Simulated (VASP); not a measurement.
Set up this calculation in VASP 6.6.1, as the native input.

```yaml
Task: single point
Functional: PBEsol
Potentials_or_basis: VASP PAW PBE potentials, release 64 (Zn, O)
Cutoff: 520 eV
k_mesh: 12 × 12 × 6
Occupations: gaussian, width 0.02 eV
Spin: no spin polarisation
Dipole_correction: no
Further_INCAR_settings: ALGO = Normal; EDIFF = 1e-06; NBANDS = 26
```

The structure of ZnO lies in POSCAR:

```
ZnO
1.0
    3.2300317301      0.0000000000      0.0000000000
   -1.6150158650      2.7972895333      0.0000000000
    0.0000000000      0.0000000000      5.2142202716
Zn O
2 2
Direct
    0.3333333333      0.6666666667      0.5000358739
    0.6666666667      0.3333333333      0.0000358739
    0.6666666667      0.3333333333      0.3789741261
    0.3333333333      0.6666666667      0.8789741261
```

One way to write it, as run:

INCAR

```
SYSTEM = ZnO
  PREC = Accurate
  ENCUT = 520
  EDIFF = 1E-6
  ISMEAR = 0
  SIGMA = 0.02
  LREAL = .False.
  LASPH = .True.
  NELM = 80
  ALGO = Normal
  ISIF = 2
  LWAVE = .False.
  LCHARG = .True.
  GGA = PS
  LELF = .True.
  LVHAR = .True.
  NBANDS = 26
```

KPOINTS

```
regular mesh
0
Gamma
  12 12 6
  0 0 0
```

Potentials or basis: VASP PAW PBE potentials, release 64 (Zn, O).

The run is started by

```sh
$ cat potpaw_PBE.64/Zn/POTCAR potpaw_PBE.64/O/POTCAR > POTCAR
$ mpirun -np 1 vasp_std > vasp.out
```

It gave:

| Property | Result |
| --- | --- |
| Pressure | 0.8 GPa |
| Band gap on the k mesh | 0.69 eV |

Caveat: the PAW data sets were made with another functional, which shifts forces and pressure a little.

Wall time 30 s on 1 thread of AMD EPYC 9R45 96-Core Processor (Zen 5), with other jobs on the host, peak memory 0.18 GiB.
